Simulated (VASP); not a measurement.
# Au (Fd-3m) in VASP: single point with PBEsol

Aim: the single point of Au with PBEsol.

Everything below comes from runs of VASP 6.6.1. Logs are shortened: lines on timing, memory, paths and dates and some standing lists are left out, and cuts for length are marked.

## Step 1: The cell of the first run

It takes space group Fd-3m (No. 227, cubic). The conventional cell has a = 7.790 Å, b = 7.790 Å, c = 7.790 Å, α = 90.00°, β = 90.00°, γ = 90.00°. Within 3.6 Å of Au (site symmetry -3m) lie 6 Au at 2.75 Å.

## Step 2: Single point, PBEsol

INCAR

```
SYSTEM = Au
  PREC = Accurate
  ENCUT = 500
  EDIFF = 1E-6
  ISMEAR = -1
  SIGMA = 0.1
  LREAL = .False.
  LASPH = .True.
  NELM = 120
  ALGO = Normal
  ISIF = 2
  LWAVE = .False.
  LCHARG = .False.
  GGA = PS
  NBANDS = 30
  GGA_COMPAT = .False.
```

KPOINTS

```
Automatic mesh
0
Gamma
  5 5 5
  0 0 0
```

POSCAR

```
Au
1.0
    0.0000000000      3.8950000000      3.8950000000
    3.8950000000      0.0000000000      3.8950000000
    3.8950000000      3.8950000000      0.0000000000
Au
4
Direct
    0.6250000000      0.6250000000      0.6250000000
    0.1250000000      0.6250000000      0.6250000000
    0.6250000000      0.6250000000      0.1250000000
    0.6250000000      0.1250000000      0.6250000000
```

Potentials or basis: VASP PAW PBE potentials, release 64 (Au).

The run is started by

```bash
$ cat potpaw_PBE.64/Au/POTCAR > POTCAR
$ mpirun -np 1 vasp_std > vasp.out
```

OUTCAR:

```text
SYSTEM = Au
   PREC = Accurate
   ENCUT = 500
   EDIFF = 1E-6
   ISMEAR = -1
   LREAL = .False.
   LASPH = .True.
   NELM = 120
   ISIF = 2
   GGA = PS

 ion  position               nearest neighbor table
   1  0.625  0.625  0.625-   2 2.75   3 2.75   4 2.75   3 2.75   4 2.75   2 2.75
   2  0.125  0.625  0.625-   1 2.75   3 2.75   4 2.75   1 2.75   3 2.75   4 2.75
   3  0.625  0.625  0.125-   1 2.75   1 2.75   2 2.75   4 2.75   4 2.75   2 2.75
   4  0.625  0.125  0.625-   1 2.75   3 2.75   1 2.75   2 2.75   3 2.75   2 2.75

  LATTYP: Found a face centered cubic cell.
 ALAT       =     7.7900000000

  Lattice vectors:

 A1 = (   0.0000000000,   3.8950000000,   3.8950000000)
 A2 = (   3.8950000000,   0.0000000000,   3.8950000000)
 A3 = (   3.8950000000,   3.8950000000,   0.0000000000)

Analysis of symmetry for initial positions (statically):
=====================================================================
 Subroutine PRICEL returns:
 Original cell was already a primitive cell.

 Routine SETGRP: Setting up the symmetry group for a
 face centered cubic supercell.

 Subroutine GETGRP returns: Found 48 space group operations
 (whereof 24 operations were pure point group operations)
 out of a pool of 48 trial point group operations.

The static configuration has the point symmetry T_d .
 The point group associated with its full space group is O_h .

Analysis of symmetry for dynamics (positions and initial velocities):
=====================================================================
 Subroutine PRICEL returns:
 Original cell was already a primitive cell.

 Routine SETGRP: Setting up the symmetry group for a
 face centered cubic supercell.

 Subroutine GETGRP returns: Found 48 space group operations
 (whereof 24 operations were pure point group operations)
 out of a pool of 48 trial point group operations.

The dynamic configuration has the point symmetry T_d .
 The point group associated with its full space group is O_h .

 Subroutine INISYM returns: Found 48 space group operations
 (whereof 24 operations are pure point group operations),
 and found     1 'primitive' translations

----------------------------------------------------------------------------------------

                                     Primitive cell

  volume of cell :     118.1823

  direct lattice vectors                    reciprocal lattice vectors
     0.000000000  3.895000000  3.895000000    -0.128369705  0.128369705  0.128369705
     3.895000000  0.000000000  3.895000000     0.128369705 -0.128369705  0.128369705
     3.895000000  3.895000000  0.000000000     0.128369705  0.128369705 -0.128369705

  length of vectors
     5.508361825  5.508361825  5.508361825     0.222342851  0.222342851  0.222342851

  position of ions in fractional coordinates (direct lattice)
     0.625000000  0.625000000  0.625000000
     0.125000000  0.625000000  0.625000000
     0.625000000  0.625000000  0.125000000
     0.625000000  0.125000000  0.625000000

  ion indices of the primitive-cell ions
   primitive index   ion index
                 1           1
                 2           2
                 3           3
                 4           4

----------------------------------------------------------------------------------------

 KPOINTS: Automatic mesh

Automatic generation of k-mesh.
 Grid dimensions read from file:
 generate k-points for:    5    5    5

 Generating k-lattice:

  Cartesian coordinates                     Fractional coordinates (reciprocal lattice)
    -0.025673941  0.025673941  0.025673941     0.200000000  0.000000000  0.000000000
     0.025673941 -0.025673941  0.025673941     0.000000000  0.200000000  0.000000000
     0.025673941  0.025673941 -0.025673941     0.000000000  0.000000000  0.200000000

  Length of vectors
     0.044468570  0.044468570  0.044468570

  Shift w.r.t. Gamma in fractional coordinates (k-lattice)
     0.000000000  0.000000000  0.000000000

 Subroutine IBZKPT returns following result:
 ===========================================

 Found     10 irreducible k-points:

 Following reciprocal coordinates:
            Coordinates               Weight
  0.000000  0.000000  0.000000      1.000000
  0.200000  0.000000  0.000000      8.000000
  0.400000  0.000000  0.000000      8.000000
  0.200000  0.200000  0.000000      6.000000
  0.400000  0.200000  0.000000     24.000000
 -0.400000  0.200000  0.000000     24.000000
 -0.200000  0.200000  0.000000     12.000000
  0.400000  0.400000  0.000000      6.000000
 -0.400000  0.400000  0.000000     12.000000
 -0.400000  0.400000  0.200000     24.000000
   k-points           NKPTS =     10   k-points in BZ     NKDIM =     10   number of bands    NBANDS=     30
   number of dos      NEDOS =    301   number of ions     NIONS =      4
   total plane-waves  NPLWV =  64000
   dimension x,y,z NGX =    40 NGY =   40 NGZ =   40
   dimension x,y,z NGXF=    80 NGYF=   80 NGZF=   80
   ions per type =               4
   NGX,Y,Z   is equivalent  to a cutoff of  12.07, 12.07, 12.07 a.u.
   NGXF,Y,Z  is equivalent  to a cutoff of  24.14, 24.14, 24.14 a.u.
 SYSTEM =  Au
   PREC   = accura    normal or accurate (medium, high low for compatibility)
   ISTART =      0    job   : 0-new  1-cont  2-samecut
   ICHARG =      2    charge: 1-file 2-atom 10-const
   ISPIN  =      1    spin polarized calculation?
   LNONCOLLINEAR =      F non collinear calculations
   LSORBIT =      F    spin-orbit coupling
   LASPH  =      T    aspherical Exc in radial PAW
   ENCUT  =  500.0 eV  36.75 Ry    6.06 a.u.  10.04 10.04 10.04*2*pi/ulx,y,z
   NELM   =    120;   NELMIN=  2; NELMDL= -5     # of ELM steps
   EDIFF  = 0.1E-05   stopping-criterion for ELM
   LREAL  =      F    real-space projection
   EDIFFG = 0.1E-04   stopping-criterion for IOM
   NSW    =      0    number of steps for IOM
   IBRION =     -1    ionic relax: 0-MD 1-quasi-New 2-CG
   NFREE  =      0    steps in history (QN), initial steepest desc. (CG)
   ISIF   =      2    stress and relaxation
   ISYM   =      2    0-nonsym 1-usesym 2-fastsym
   POTIM  = 0.5000    time-step for ionic-motion
   TEBEG  =    0.0;   TEEND  =   0.0 temperature during run
   PSTRESS=    0.0 pullay stress
   NELECT =      44.0000    total number of electrons
   NUPDOWN=      -1.0000    fix difference up-down
   EMIN   =  10.00;   EMAX   =-10.00  energy-range for DOS
   EFERMI =   0.00;   METHOD = LEGACY
   ISMEAR =    -1;   SIGMA  =   0.10  broadening in eV -4-tet -1-fermi 0-gaus
   EFERMI_NEDOS =   21; number of points for ismear=-14 and -15
   IALGO  =     38    algorithm
   IMIX   =      4    mixing-type and parameters
     AMIX     =   0.40;   BMIX     =  1.00
     AMIX_MAG =   1.60;   BMIX_MAG =  1.00
  volume/ion in A,a.u.               =      29.55       199.38
  Fermi-wavevector in a.u.,A,eV,Ry     =   1.177719  2.225566 18.871573  1.387021
  Thomas-Fermi vector in A             =   2.314060
   LORBIT       =      0    0 simple, 1 ext, 2 COOP (PROOUT), +10 PAW based schemes
   GGA     = PS    functional components
   LHFCALC =     F    Hartree Fock is set to
   AEXX    =    0.0000 exact exchange contribution
   IVDW    =     0    specifies the selected vdW correction
   LEPSILON=     F    determine dielectric tensor
   LRPA    =     F    only Hartree local field effects (RPA)
 non-spin polarized calculation
  energy-cutoff  :      500.00
  volume of cell :      118.18
 maximum number of plane-waves:      3010
   NGX = 21   NGY = 21   NGZ = 21

 number of electron      43.9999998 magnetization

 Free energy of the ion-electron system (eV)
  ---------------------------------------------------
  ext. energy  EPLUGINS =         0.00000000
  ---------------------------------------------------
  free energy    TOTEN  =       -13.80383301 eV

  energy without entropy =      -13.79063346  energy(sigma->0) =      -13.79723323

 E-fermi :   2.7813     XC(G=0):  -9.1598

 val. band max:        2.4137976318   @ k =   0.2000   0.2000   0.0000
 cond. band min:       3.1218603830   @ k =  -0.4000   0.4000   0.2000
 fundamental gap:      0.7080627512
 Fermi energy:         2.7813178959

 k-point     1 :       0.0000    0.0000    0.0000
  band No.  band energies     occupation
      1      -5.4165      2.00000
      2      -2.8897      2.00000
      3      -2.8897      2.00000
      4      -2.8897      2.00000
      5      -2.0391      2.00000
      6      -2.0391      2.00000
[... 22 lines left out ...]
     29       8.2280      0.00000
     30       8.2280      0.00000

 k-point     2 :       0.2000    0.0000    0.0000
  band No.  band energies     occupation
      1      -5.1340      2.00000
      2      -2.8031      2.00000
      3      -2.7075      2.00000
      4      -2.7075      2.00000
      5      -1.9136      2.00000
      6      -1.9136      2.00000
[... 22 lines left out ...]
     29       9.2179      0.00000
     30       9.7721      0.00000

 k-point     3 :       0.4000    0.0000    0.0000
  band No.  band energies     occupation
      1      -4.5782      2.00000
      2      -2.4401      2.00000
      3      -2.4401      2.00000
      4      -2.4224      2.00000
      5      -1.4988      2.00000
      6      -1.3816      2.00000
[... 22 lines left out ...]
     29      11.1819      0.00000
     30      11.2073      0.00000

 k-point     4 :       0.2000    0.2000    0.0000
  band No.  band energies     occupation
      1      -5.0216      2.00000
      2      -2.8503      2.00000
      3      -2.5969      2.00000
      4      -2.5969      2.00000
      5      -2.0246      2.00000
      6      -1.7713      2.00000
[... 22 lines left out ...]
     29       9.3970      0.00000
     30       9.8923      0.00000

 k-point     5 :       0.4000    0.2000    0.0000
  band No.  band energies     occupation
      1      -4.4645      2.00000
      2      -2.7218      2.00000
      3      -2.2867      2.00000
      4      -2.2688      2.00000
      5      -1.7991      2.00000
      6      -1.3731      2.00000
[... 22 lines left out ...]
     29      11.7073      0.00000
     30      11.7091      0.00000

 k-point     6 :      -0.4000    0.2000    0.0000
  band No.  band energies     occupation
      1      -4.1869      2.00000
      2      -2.4624      2.00000
      3      -2.1666      2.00000
      4      -2.1108      2.00000
      5      -1.8574      2.00000
      6      -1.2877      2.00000
[... 22 lines left out ...]
     29      10.9001      0.00000
     30      11.1545      0.00000

 k-point     7 :      -0.2000    0.2000    0.0000
  band No.  band energies     occupation
      1      -4.7096      2.00000
      2      -2.7100      2.00000
      3      -2.4708      2.00000
      4      -2.3904      2.00000
      5      -1.8595      2.00000
      6      -1.5997      2.00000
[... 22 lines left out ...]
     29       9.2538      0.00000
     30      11.8487      0.00000

 k-point     8 :       0.4000    0.4000    0.0000
  band No.  band energies     occupation
      1      -3.9602      2.00000
      2      -2.9683      2.00000
      3      -1.9506      2.00000
      4      -1.8472      2.00000
      5      -1.8472      2.00000
      6      -1.3765      2.00000
[... 22 lines left out ...]
     29      11.7500      0.00000
     30      12.0428      0.00000

 k-point     9 :      -0.4000    0.4000    0.0000
  band No.  band energies     occupation
      1      -3.5510      2.00000
      2      -3.0444      2.00000
      3      -2.0142      2.00000
      4      -1.9547      2.00000
      5      -1.5736      2.00000
      6      -1.3334      2.00000
[... 22 lines left out ...]
     29      11.1133      0.00000
     30      11.6272      0.00000

 k-point    10 :      -0.4000    0.4000    0.2000
  band No.  band energies     occupation
      1      -3.8379      2.00000
      2      -2.8020      2.00000
      3      -2.1416      2.00000
      4      -1.9092      2.00000
      5      -1.6160      2.00000
      6      -1.6019      2.00000
[... 22 lines left out ...]
     29      11.5030      0.00000
     30      11.8563      0.00000

------------------------ aborting loop because EDIFF is reached ----------------------------------------

  FORCE on cell =-STRESS in cart. coord.  units (eV):
  Direction    XX          YY          ZZ          XY          YZ          ZX
  --------------------------------------------------------------------------------------
  -------------------------------------------------------------------------------------
  Total       -3.2525960     -3.2525960     -3.2525960      0.0000000      0.0000000      0.0000000
  in kB      -44.0948961    -44.0948961    -44.0948961      0.0000000      0.0000000      0.0000000
  external PRESSURE =     -44.0948961 kB  Pullay stress =       0.0000000 kB

 VOLUME and BASIS-vectors are now :
 -----------------------------------------------------------------------------
  energy-cutoff  :      500.00
  volume of cell :      118.18
      direct lattice vectors                 reciprocal lattice vectors
     0.000000000  3.895000000  3.895000000    -0.128369705  0.128369705  0.128369705
     3.895000000  0.000000000  3.895000000     0.128369705 -0.128369705  0.128369705
     3.895000000  3.895000000  0.000000000     0.128369705  0.128369705 -0.128369705

 POSITION                                       TOTAL-FORCE (eV/Angst)
 -----------------------------------------------------------------------------------
      4.86875      4.86875      4.86875        -0.000000      0.000000     -0.000000
      4.86875      2.92125      2.92125        -0.000000     -0.000000      0.000000
      2.92125      2.92125      4.86875        -0.000000     -0.000000      0.000000
      2.92125      4.86875      2.92125         0.000000      0.000000     -0.000000
 -----------------------------------------------------------------------------------
    total drift:                                0.000000      0.000000      0.000000

  FREE ENERGIE OF THE ION-ELECTRON SYSTEM (eV)
  ---------------------------------------------------
  free  energy   TOTEN  =       -13.8038330058 eV

  energy  without entropy=      -13.7906334550  energy(sigma->0) =      -13.79723323
```

Wall time 21 s (1 thread of AMD EPYC 9R45 (Zen 5), shared host); peak memory 0.2 GiB.

Results:

| Item | Value |
| --- | --- |
| Free energy | -13.8038 eV |
| Pressure | -4.4 GPa |
| Band gap on the k mesh | zero (band 22 reaches 3.58 eV, above the bottom of band 23 at 3.12 eV) |

Caveat: the PAW data sets were made with another functional, which shifts forces and pressure a little; spin-orbit coupling is left out, which moves the levels of the heavy elements.
